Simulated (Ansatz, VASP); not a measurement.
WSe2 in VASP and in Ansatz

```
Se W
1.0
     3.27902    0.00000    0.00000
    -1.63951    2.83971    0.00000
     0.00000    0.00000   31.15729
Se W
6 3
Direct
  0.66667 0.33333 0.24044
  0.66667 0.33333 0.34866
  0.33333 0.66667 0.44594
  0.33333 0.66667 0.55406
  0.66667 0.33333 0.65134
  0.66667 0.33333 0.75956
  0.33333 0.66667 0.29456
  0.66667 0.33333 0.50000
  0.33333 0.66667 0.70544
```

Alike in both runs: functional PBE; dispersion D3(BJ); k mesh 9 × 9 × 1; occupations gaussian, width 0.05 eV; no spin polarisation.

Ansatz relaxed the structure, and its values are those at the end. VASP's run is a single point on that final structure, the one shown.

|  | VASP | Ansatz |
| --- | --- | --- |
| version | VASP 6.6.1 | Ansatz 0.2.0 |
| potentials or method | VASP PAW PBE potentials, release 64 (Se, W_sv), cutoff 520 eV | scalar-relativistic, plane waves, PAW |
| valence electrons in the cell | 78 | 138 |

```csv
,VASP,Ansatz,Ansatz less VASP
gap on the k mesh at the Fermi level (eV),1.19,1.20,+0.005
least direct gap on the mesh (eV),1.60,1.60,+0.003
rms of the force components (eV/Å),0.022,0.000,-0.0223
```

VASP's potentials hold 78 valence electrons a cell and Ansatz's 138, so a difference there can come from the potentials and not from the codes. Ansatz's warnings: xc potential rough in thin density.

Spin-orbit coupling is off throughout.
